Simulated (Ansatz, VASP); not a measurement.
**TlCl: VASP beside Ansatz**

The input INCAR:

```
PREC = Accurate
ENCUT = 500
EDIFF = 1E-7
ISMEAR = 0
SIGMA = 0.02
LREAL = False
LASPH = True
NELM = 120
ALGO = Normal
ISIF = 3
LWAVE = False
LCHARG = False
GGA = PS
IBRION = 2
NSW = 100
EDIFFG = -0.005
GGA_COMPAT = False
NELMIN = 4
```

The input KPOINTS:

```
Automatic mesh
0
Gamma
  8 8 8
```

Contents of POSCAR:

```
TlCl
1.0
    3.8340000000      0.0000000000      0.0000000000
    0.0000000000      3.8340000000      0.0000000000
    0.0000000000      0.0000000000      3.8340000000
Tl Cl
1 1
Direct
    0.0000000000      0.0000000000      0.0000000000
    0.5000000000      0.5000000000      0.5000000000
```

Input for Ansatz:

```yaml
crystal:
  lattice:
    - [3.834, 0.0, 0.0]
    - [0.0, 3.834, 0.0]
    - [0.0, 0.0, 3.834]
  atoms:
    - { symbol: Tl, position: [0.0, 0.0, 0.0] }
    - { symbol: Cl, position: [0.5, 0.5, 0.5] }
basis:
  ecutwfc: 420
kpoints:
  mp_grid: { grid: [8, 8, 8] }
hamiltonian:
  xc: pbesol
scf:
  occupations: { method: gaussian, width: 0.02 }
output:
  forces: true
  stress: true
  eigenvalues: true
relax:
  adjacent_minimum: "off"
  f_tol: 0.005
  max_steps: 80
  cell: { stress_tol: 0.05 }
```

Alike in both runs: task relaxation of cell and atoms; functional PBEsol; k mesh 8 × 8 × 8; occupations gaussian, width 0.02 eV; no spin polarisation.

```csv
,VASP,Ansatz
version,VASP 6.6.1,Ansatz 0.2.0
potentials or method,"VASP PAW PBE potentials, release 64 (Tl_d, Cl), cutoff 500 eV","scalar-relativistic, plane waves, PAW"
valence electrons in the cell,20,20
```

Ansatz gave:

| Quantity | Value |
| --- | --- |
| gap on the k mesh at the Fermi level, each at its own relaxed structure (eV) | 1.80 |
| relaxed volume (Å³/atom) | 26.78 |
| relaxed cell length with the largest relative difference (Å) | 3.769 |

Task: What did VASP give for the same quantities?

Result: gap on the k mesh at the Fermi level, each at its own relaxed structure (eV): 1.80; relaxed volume (Å³/atom): 26.72; relaxed cell length with the largest relative difference (Å): 3.767.

VASP's potentials were made for PBE, not for PBEsol.

Neither program's run includes spin-orbit coupling.
